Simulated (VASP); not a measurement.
## Ba: single point with PBE

The system is Ba.

```
CELL_PARAMETERS angstrom
2.51089 2.51089 2.51089
-2.51089 2.51089 2.51089
-2.51089 -2.51089 2.51089
ATOMIC_POSITIONS crystal
Ba 0.00000 0.00000 0.00000
```

```yaml
Program: VASP 6.6.1
Task: single point
Functional: PBE
Potentials_or_basis: VASP PAW PBE potentials, release 64 (Ba_sv)
Cutoff: 500 eV
k_mesh: 4 × 4 × 4
Occupations: fermi-dirac, width 0.1 eV
Spin: no spin polarisation
Dipole_correction: no
Further_INCAR_settings: ALGO = Normal; EDIFF = 1e-06; NBANDS = 11
```

```yaml
Pressure: 0.3 GPa
Band_gap_on_the_k_mesh: zero (bands 5 and 6 overlap by 1.05 eV)
```

Levels at points of the mesh, in eV from the Fermi level:
| k point | band 2 | band 3 | band 4 | band 5 | band 6 | band 7 | band 8 | band 9 |
| --- | --- | --- | --- | --- | --- | --- | --- | --- |
| (0.00, 0.00, 0.00) | -13.86 | -13.86 | -13.86 | -2.76 | 1.81 | 1.81 | 1.81 | 3.21 |
| (0.50, 0.00, 0.00) | -14.31 | -14.00 | -13.86 | -0.90 | 0.68 | 1.22 | 3.17 | 3.75 |
| (0.50, 0.50, 0.50) | -14.17 | -14.17 | -14.17 | -0.55 | -0.55 | 4.32 | 4.32 | 4.32 |

Wall time 10 s on 1 thread of AMD EPYC 7R13, with other jobs on the host, peak memory 0.17 GiB.

Caveat: the k points lie up to 0.44 Å⁻¹ apart, too coarse for converged energies and pressures of a metal; spin-orbit coupling is left out, which moves the levels of the heavy elements.
